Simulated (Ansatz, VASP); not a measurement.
## Pb in VASP and in Ansatz

Contents of INCAR:

```
SYSTEM = Pb
PREC = Accurate
ENCUT = 520
EDIFF = 1E-8
ISMEAR = -1
SIGMA = 0.05
LREAL = .FALSE.
LASPH = .TRUE.
NELM = 100
ALGO = Normal
ISIF = 2
LWAVE = .FALSE.
LCHARG = .FALSE.
LEFG = .TRUE.
NBANDS = 13
```

KPOINTS

```
Automatic mesh
0
G
  13 13 13
  0 0 0
```

File POSCAR:

```
Pb
1.0
    0.0000000000      2.5436839253      2.5436839253
    2.5436839253      0.0000000000      2.5436839253
    2.5436839253      2.5436839253      0.0000000000
Pb
1
Direct
    0.0000000000      0.0000000000      0.0000000000
```

Input for Ansatz:

```yaml
crystal:
  lattice:
    - [0.0, 2.5436839253, 2.5436839253]
    - [2.5436839253, 0.0, 2.5436839253]
    - [2.5436839253, 2.5436839253, 0.0]
  atoms:
    - { symbol: Pb, position: [0.0, 0.0, 0.0] }
kpoints:
  mp_grid: { grid: [13, 13, 13] }
scf:
  occupations: { method: fermi_dirac, width: 0.05 }
hamiltonian:
  xc: lda
  pseudopotentials: { kind: paw }
output:
  forces: true
  stress: true
  eigenvalues: true
  efg: { contact_densities: true }
```

Change from the starting cell: volume scaled by 1.06, PAW files.

Alike in both runs: task electric field gradients; functional LDA; k mesh 13 × 13 × 13; occupations fermi-dirac, width 0.05 eV; no spin polarisation.

|  | VASP | Ansatz |
| --- | --- | --- |
| version | VASP 6.6.1 | Ansatz 0.2.0 |
| potentials or method | VASP PAW LDA potentials, release 64 (Pb_d) | PAW with Ansatz's default frozen-core files, scalar-relativistic |
| plane-wave cutoff (eV) | 520 | 420 |
| valence electrons in the cell | 14 | 14 |

|  | VASP | Ansatz | Ansatz less VASP |
| --- | --- | --- | --- |
| pressure (GPa) | -4.7 | -4.7 | 0.00 |

LDA's correlation is that of Perdew and Zunger in VASP and of Perdew and Wang (1992) in Ansatz.

Neither program's run includes spin-orbit coupling.
